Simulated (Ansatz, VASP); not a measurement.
## Ga2SbAs: VASP beside Ansatz

INCAR

```
SYSTEM = Ga2SbAs
PREC = Accurate ; ENCUT = 600
EDIFF = 1E-6 ; ISMEAR = -1
SIGMA = 0.02 ; LREAL = .False.
LASPH = .True. ; NELM = 120
ALGO = Normal ; ISIF = 2
LWAVE = .False. ; LCHARG = .False.
GGA = PE ; NBANDS = 66
GGA_COMPAT = .False.
```

Contents of KPOINTS:

```
regular mesh
0
Gamma
  6 6 6
  0 0 0
```

POSCAR

```
Ga2SbAs
1.0
   -2.9523697447      2.9523697447      5.8827502483
    2.9523697447     -2.9523697447      5.8827502483
    2.9523697447      2.9523697447     -5.8827502483
As Ga Sb
2 4 2
Direct
    0.0000000000      0.0000000000      0.0000000000
    0.2500000000      0.7500000000      0.5000000000
    0.6250000000      0.6496538607      0.5246538607
    0.8996538607      0.3750000000      0.0246538607
    0.1250000000      0.1003461393      0.4753461393
    0.3503461393      0.8750000000     -0.0246538607
    0.5000000000      0.5000000000      0.0000000000
    0.7500000000      0.2500000000      0.5000000000
```

Input for Ansatz:

```yaml
crystal:
  lattice:
    - [-2.9523697447, 2.9523697447, 5.8827502483]
    - [2.9523697447, -2.9523697447, 5.8827502483]
    - [2.9523697447, 2.9523697447, -5.8827502483]
  atoms:
    - { symbol: As, position: [0.0, 0.0, 0.0] }
    - { symbol: Ga, position: [0.625, 0.6496538607, 0.5246538607] }
    - { symbol: As, position: [0.25, 0.75, 0.5] }
    - { symbol: Ga, position: [0.8996538607, 0.375, 0.0246538607] }
    - { symbol: Sb, position: [0.5, 0.5, 0.0] }
    - { symbol: Ga, position: [0.125, 0.1003461393, 0.4753461393] }
    - { symbol: Sb, position: [0.75, 0.25, 0.5] }
    - { symbol: Ga, position: [0.3503461393, 0.875, -0.0246538607] }
kpoints:
  mp_grid: { grid: [6, 6, 6] }
  band_path:
    path:
      - [[0.0, 0.0, 0.0], [-1.254929347486e-17, 1.254929347486e-17, 0.5], [0.25, 0.25, 0.25], [-8.284419746001e-18, 0.5, 8.284419746001e-18], [0.0, 0.0, 0.0], [0.5, 0.5, -0.5], [0.3129681130682, 0.6870318869318, -0.3129681130682]]
      - [[-0.3129681130682, 0.3129681130682, 0.3129681130682], [0.0, 0.0, 0.0]]
      - [[-1.254929347486e-17, 1.254929347486e-17, 0.5], [-0.1259362261363, 0.1259362261363, 0.5]]
      - [[0.5, 0.5, -0.1259362261363], [0.5, 0.5, -0.5]]
    npoints: 10
hamiltonian:
  xc: pbe
scf:
  occupations: { method: fermi_dirac, width: 0.02 }
  n_extra_bands: 6
output:
  forces: true
  stress: true
  eigenvalues: true
  write_density: true
  write_potential: true
  elf: true
  volumetric_format: npy
```

Alike in both runs: task single point; functional PBE; k mesh 6 × 6 × 6; occupations fermi-dirac, width 0.02 eV; no spin polarisation.

```csv
,VASP,Ansatz
version,VASP 6.6.1,Ansatz 0.2.0
potentials or method,"VASP PAW PBE potentials, release 64 (As_d, Ga_d, Sb_d_GW)","plane waves, PAW"
plane-wave cutoff (eV),600,420
valence electrons in the cell,112,112
```

```csv
,VASP,Ansatz,Ansatz less VASP
pressure (GPa),2.3,2.3,-0.02
```

With one functional, cell and mesh, what is left measures potentials, basis and numerics.

Spin-orbit coupling is off throughout.
